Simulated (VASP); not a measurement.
# HfN (R-3m) in VASP: notebook, part 3 of 3

VASP 6.6.1. The steps go on from the part before.

### 4 Single point, LDA (equal xy, yz and zx shear strains of -1 %)

File INCAR:

```
PREC = Accurate
ENCUT = 520
EDIFF = 1E-6
ISMEAR = -1
SIGMA = 0.03
LREAL = False
LASPH = True
NELM = 100
ALGO = Normal
ISIF = 2
LWAVE = False
LCHARG = False
GGA = CA
NBANDS = 14
```

File KPOINTS:

```
regular mesh
0
Gamma
  10 10 10
```

File POSCAR:

```
HfN
1.0
   -0.0225900000      2.2477050000      2.2477050000
    2.2477050000     -0.0225900000      2.2477050000
    2.2477050000      2.2477050000     -0.0225900000
Hf N
1 1
Direct
    0.0000000000      0.0000000000      0.0000000000
    0.5000000000      0.5000000000      0.5000000000
```

Potentials or basis: VASP PAW LDA potentials, release 64 (Hf_pv, N).

Run with:

```bash
> cat potpaw_LDA.64/Hf_pv/POTCAR potpaw_LDA.64/N/POTCAR > POTCAR
> mpirun -np 1 vasp_std > vasp.out
```

OUTCAR:

```text
PREC = Accurate
   ENCUT = 520
   EDIFF = 1E-6
   ISMEAR = -1
   LREAL = False
   LASPH = True
   NELM = 100
   ISIF = 2
   GGA = CA

 ion  position               nearest neighbor table
   1  0.000  0.000  0.000-   2 2.26   2 2.26   2 2.26   2 2.26   2 2.26   2 2.26
   2  0.500  0.500  0.500-   1 2.26   1 2.26   1 2.26   1 2.26   1 2.26   1 2.26

  LATTYP: Found a trigonal (rhomboedric) cell.
 ALAT       =     3.1788151633
 COS(alpha) =     0.4899250057

  Lattice vectors:

 A1 = (  -0.0225900000,   2.2477050000,   2.2477050000)
 A2 = (   2.2477050000,  -0.0225900000,   2.2477050000)
 A3 = (   2.2477050000,   2.2477050000,  -0.0225900000)

Analysis of symmetry for initial positions (statically):
=====================================================================
 Subroutine PRICEL returns:
 Original cell was already a primitive cell.

 Routine SETGRP: Setting up the symmetry group for a
 trigonal (rhombohedral) supercell.

 Subroutine GETGRP returns: Found 12 space group operations
 (whereof 12 operations were pure point group operations)
 out of a pool of 12 trial point group operations.

The static configuration has the point symmetry D_3d.

Analysis of symmetry for dynamics (positions and initial velocities):
=====================================================================
 Subroutine PRICEL returns:
 Original cell was already a primitive cell.

 Routine SETGRP: Setting up the symmetry group for a
 trigonal (rhombohedral) supercell.

 Subroutine GETGRP returns: Found 12 space group operations
 (whereof 12 operations were pure point group operations)
 out of a pool of 12 trial point group operations.

The dynamic configuration has the point symmetry D_3d.

 Subroutine INISYM returns: Found 12 space group operations
 (whereof 12 operations are pure point group operations),
 and found     1 'primitive' translations

----------------------------------------------------------------------------------------

                                     Primitive cell

  volume of cell :      23.0540

  direct lattice vectors                    reciprocal lattice vectors
    -0.022590000  2.247705000  2.247705000    -0.219123395  0.221347998  0.221347998
     2.247705000 -0.022590000  2.247705000     0.221347998 -0.219123395  0.221347998
     2.247705000  2.247705000 -0.022590000     0.221347998  0.221347998 -0.219123395

  length of vectors
     3.178815163  3.178815163  3.178815163     0.382105920  0.382105920  0.382105920

  position of ions in fractional coordinates (direct lattice)
     0.000000000  0.000000000  0.000000000
     0.500000000  0.500000000  0.500000000

  ion indices of the primitive-cell ions
   primitive index   ion index
                 1           1
                 2           2

----------------------------------------------------------------------------------------

 KPOINTS: regular mesh

Automatic generation of k-mesh.
 Grid dimensions read from file:
 generate k-points for:   10   10   10

 Generating k-lattice:

  Cartesian coordinates                     Fractional coordinates (reciprocal lattice)
    -0.021912339  0.022134800  0.022134800     0.100000000  0.000000000 -0.000000000
     0.022134800 -0.021912339  0.022134800     0.000000000  0.100000000 -0.000000000
     0.022134800  0.022134800 -0.021912339     0.000000000  0.000000000  0.100000000

  Length of vectors
     0.038210592  0.038210592  0.038210592

  Shift w.r.t. Gamma in fractional coordinates (k-lattice)
     0.000000000  0.000000000  0.000000000

 Subroutine IBZKPT returns following result:
 ===========================================

 Found    116 irreducible k-points:

 Following reciprocal coordinates:
            Coordinates               Weight
  0.000000  0.000000  0.000000      1.000000
  0.100000 -0.000000 -0.000000      6.000000
  0.200000 -0.000000 -0.000000      6.000000
  0.300000 -0.000000 -0.000000      6.000000
  0.400000 -0.000000 -0.000000      6.000000
  0.500000  0.000000 -0.000000      3.000000
[... 16 lines left out ...]
  0.300000  0.300000 -0.000000      6.000000
  0.400000  0.300000 -0.000000     12.000000
 [... further k-points ...]
   k-points           NKPTS =    116   k-points in BZ     NKDIM =    116   number of bands    NBANDS=     14
   number of dos      NEDOS =    301   number of ions     NIONS =      2
   total plane-waves  NPLWV =  13824
   dimension x,y,z NGX =    24 NGY =   24 NGZ =   24
   dimension x,y,z NGXF=    48 NGYF=   48 NGZF=   48
   ions per type =               1   1
   NGX,Y,Z   is equivalent  to a cutoff of  12.55, 12.55, 12.55 a.u.
   NGXF,Y,Z  is equivalent  to a cutoff of  25.10, 25.10, 25.10 a.u.
 SYSTEM =  unknown system
   PREC   = accura    normal or accurate (medium, high low for compatibility)
   ISTART =      0    job   : 0-new  1-cont  2-samecut
   ICHARG =      2    charge: 1-file 2-atom 10-const
   ISPIN  =      1    spin polarized calculation?
   LNONCOLLINEAR =      F non collinear calculations
   LSORBIT =      F    spin-orbit coupling
   LASPH  =      T    aspherical Exc in radial PAW
   ENCUT  =  520.0 eV  38.22 Ry    6.18 a.u.   5.91  5.91  5.91*2*pi/ulx,y,z
   NELM   =    100;   NELMIN=  2; NELMDL= -5     # of ELM steps
   EDIFF  = 0.1E-05   stopping-criterion for ELM
   LREAL  =      F    real-space projection
   EDIFFG = 0.1E-04   stopping-criterion for IOM
   NSW    =      0    number of steps for IOM
   IBRION =     -1    ionic relax: 0-MD 1-quasi-New 2-CG
   NFREE  =      0    steps in history (QN), initial steepest desc. (CG)
   ISIF   =      2    stress and relaxation
   ISYM   =      2    0-nonsym 1-usesym 2-fastsym
   POTIM  = 0.5000    time-step for ionic-motion
   TEBEG  =    0.0;   TEEND  =   0.0 temperature during run
   PSTRESS=    0.0 pullay stress
   NELECT =      15.0000    total number of electrons
   NUPDOWN=      -1.0000    fix difference up-down
   EMIN   =  10.00;   EMAX   =-10.00  energy-range for DOS
   EFERMI =   0.00;   METHOD = LEGACY
   ISMEAR =    -1;   SIGMA  =   0.03  broadening in eV -4-tet -1-fermi 0-gaus
   EFERMI_NEDOS =   21; number of points for ismear=-14 and -15
   IALGO  =     38    algorithm
   IMIX   =      4    mixing-type and parameters
     AMIX     =   0.40;   BMIX     =  1.00
     AMIX_MAG =   1.60;   BMIX_MAG =  1.00
  volume/ion in A,a.u.               =      11.53        77.79
  Fermi-wavevector in a.u.,A,eV,Ry     =   1.418589  2.680744 27.380292  2.012395
  Thomas-Fermi vector in A             =   2.539699
   LORBIT       =      0    0 simple, 1 ext, 2 COOP (PROOUT), +10 PAW based schemes
   GGA     = CA    functional components
   LHFCALC =     F    Hartree Fock is set to
   AEXX    =    0.0000 exact exchange contribution
   IVDW    =     0    specifies the selected vdW correction
   LEPSILON=     F    determine dielectric tensor
   LRPA    =     F    only Hartree local field effects (RPA)
 non-spin polarized calculation
  energy-cutoff  :      520.00
  volume of cell :       23.05
 maximum number of plane-waves:       632
   NGX = 11   NGY = 11   NGZ = 11

 number of electron      14.9999999 magnetization

 Free energy of the ion-electron system (eV)
  ---------------------------------------------------
  ext. energy  EPLUGINS =         0.00000000
  ---------------------------------------------------
  free energy    TOTEN  =       -23.83386611 eV

  energy without entropy =      -23.83150670  energy(sigma->0) =      -23.83268640

 E-fermi :   8.2305     XC(G=0): -12.9800

 val. band max:        8.2286825366   @ k =  -0.4000  -0.4000   0.3000
 cond. band min:       8.2397721860   @ k =   0.2000   0.1000   0.1000
 fundamental gap:      0.0110896494
 Fermi energy:         8.2305066334

 k-point     1 :       0.0000    0.0000    0.0000
  band No.  band energies     occupation
      1     -22.7417      2.00000
      2     -22.7417      2.00000
      3     -22.7272      2.00000
      4      -9.0418      2.00000
      5       5.2142      2.00000
      6       5.2142      2.00000
      7       5.2930      2.00000
      8       7.7247      2.00000
      9       7.7247      2.00000
     10       7.9534      1.99981
     11      10.1076      0.00000
     12      10.1076      0.00000
     13      10.1913      0.00000
     14      17.8495      0.00000
[... 375 lines left out ...]
 k-point    24 :       0.4000    0.3000   -0.0000
  band No.  band energies     occupation
      1     -23.4289      2.00000
      2     -23.0142      2.00000
      3     -22.9688      2.00000
      4      -7.6125      2.00000
      5       1.6658      2.00000
      6       3.6180      2.00000
      7       4.1759      2.00000
      8       5.7132      2.00000
      9      12.2245      0.00000
     10      12.7510      0.00000
     11      12.9353      0.00000
     12      13.0421      0.00000
     13      17.3343      0.00000
     14      19.3833      0.00000

 [... further k-points ...]
[... 5 lines left out ...]
  --------------------------------------------------------------------------------------
  -------------------------------------------------------------------------------------
  Total       -1.5221301     -1.5221301     -1.5221301      0.1356657      0.1356657      0.1356657
  in kB     -105.7831138   -105.7831138   -105.7831138      9.4283289      9.4283289      9.4283289
  external PRESSURE =    -105.7831138 kB  Pullay stress =       0.0000000 kB

 VOLUME and BASIS-vectors are now :
 -----------------------------------------------------------------------------
  energy-cutoff  :      520.00
  volume of cell :       23.05
      direct lattice vectors                 reciprocal lattice vectors
    -0.022590000  2.247705000  2.247705000    -0.219123395  0.221347998  0.221347998
     2.247705000 -0.022590000  2.247705000     0.221347998 -0.219123395  0.221347998
     2.247705000  2.247705000 -0.022590000     0.221347998  0.221347998 -0.219123395

 POSITION                                       TOTAL-FORCE (eV/Angst)
 -----------------------------------------------------------------------------------
      0.00000      0.00000      0.00000         0.000000     -0.000000      0.000000
      2.23641      2.23641      2.23641        -0.000000      0.000000     -0.000000
 -----------------------------------------------------------------------------------
    total drift:                                0.000000     -0.000000     -0.000000

  FREE ENERGIE OF THE ION-ELECTRON SYSTEM (eV)
  ---------------------------------------------------
  free  energy   TOTEN  =       -23.8338661085 eV

  energy  without entropy=      -23.8315066976  energy(sigma->0) =      -23.83268640
```

stdout:

```text
POSCAR found type information on POSCAR HfN
 POSCAR found :  2 types and       2 ions
 scaLAPACK will be used
 LDA part: xc-table for (Slater(with rela. corr.)+CA(PZ))
 , standard interpolation
 POSCAR, INCAR and KPOINTS ok, starting setup
 FFT: planning ... GRIDC
 FFT: planning ... GRID_SOFT
 FFT: planning ... GRID
 WAVECAR not read
 entering main loop
```

It used 18 s of CPU time on 1 thread of Intel Xeon 6975P-C (shared host).

Results:

```yaml
Free_energy: -23.8339 eV
Pressure: -10.6 GPa
```

Stress tensor (GPa, compression positive):
```
-10.58   0.94   0.94
  0.94 -10.58   0.94
  0.94   0.94 -10.58
```

Levels at points of the mesh, in eV from the Fermi level:
| k point | band 5 | band 6 | band 7 | band 8 | band 9 | band 10 |
| --- | --- | --- | --- | --- | --- | --- |
| (0.00, 0.00, 0.00) | -3.02 | -3.02 | -2.94 | -0.51 | -0.51 | -0.28 |
| (0.50, 0.00, 0.00) | -8.88 | -6.23 | -6.09 | 3.16 | 3.48 | 3.78 |
| (0.50, 0.50, 0.00) | -5.33 | -3.86 | -3.68 | -3.61 | 4.00 | 5.41 |
| (0.50, 0.50, 0.50) | -8.86 | -6.28 | -6.28 | 3.29 | 3.72 | 3.72 |

Caveat: the cell differs from its parent crystal (equal xy, yz and zx shear strains of -1 %); spin-orbit coupling is left out, which moves the levels of the heavy elements.

### 5 Overview

```tsv
cell	gap on the mesh (eV)	pressure (GPa)
a = 3.148 Å, angles 62.0°, 2 atoms	none	-10.4
a = 3.227 Å, angles 58.7°, 2 atoms	none	-10.5
a = 3.179 Å, angles 60.7°, 2 atoms	none	-10.6
```

Alike in all rows: task single point; level LDA; potentials or basis VASP PAW LDA potentials, release 64 (Hf_pv, N); no spin polarisation; k mesh 10 × 10 × 10; cutoff (eV) 520; smearing fermi-dirac 0.03 eV.

Caveats: spin-orbit coupling is left out, which moves the levels of the heavy elements.

Total energies depend on the potentials used, so only differences within one code and one set of settings carry meaning.
